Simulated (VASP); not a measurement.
Input of a VASP 6.6.1 run:

The input INCAR:

```
PREC = Accurate
ENCUT = 520
EDIFF = 1E-6
ISMEAR = 0
SIGMA = 0.05
LREAL = False
LASPH = True
NELM = 60
ALGO = Normal
ISIF = 2
LWAVE = False
LCHARG = False
GGA = PE
NBANDS = 35
```

The input KPOINTS:

```
regular mesh
0
Gamma
  9 9 2
```

File POSCAR:

```
MoS2
1.0
    3.1845414560      0.0000000000      0.0000000000
   -1.5922707280      2.7578938003      0.0000000000
    0.0000000000      0.0000000000     21.6705347200
Mo S
2 4
Direct
    0.6666666700      0.3333333300      0.1488397700
    0.3333333300      0.6666666700      0.8511602300
    0.3333333300      0.6666666700      0.2203746100
    0.6666666700      0.3333333300      0.9227490000
    0.3333333300      0.6666666700      0.0772510000
    0.6666666700      0.3333333300      0.7796253900
```

Potentials or basis: VASP PAW PBE potentials, release 64 (Mo_sv, S).

Command:

```sh
$ cat potpaw_PBE.64/Mo_sv/POTCAR potpaw_PBE.64/S/POTCAR > POTCAR
$ mpirun -np 1 vasp_std > vasp.out
```

Problem. Estimate the band gap on the k mesh.

Solution. 1.26 eV (least direct gap 1.64 eV).

Problem. Estimate the largest force.

Solution. 0.222 eV/Å.

Forces in eV/Å, atoms in the order of the input:
```
Mo   0.000  0.000 -0.001
Mo   0.000  0.000  0.001
S    0.000  0.000  0.222
S    0.000  0.000  0.162
S    0.000  0.000 -0.162
S    0.000  0.000 -0.222
```

Caveat: there is no dipole correction, which matters where the two faces differ.
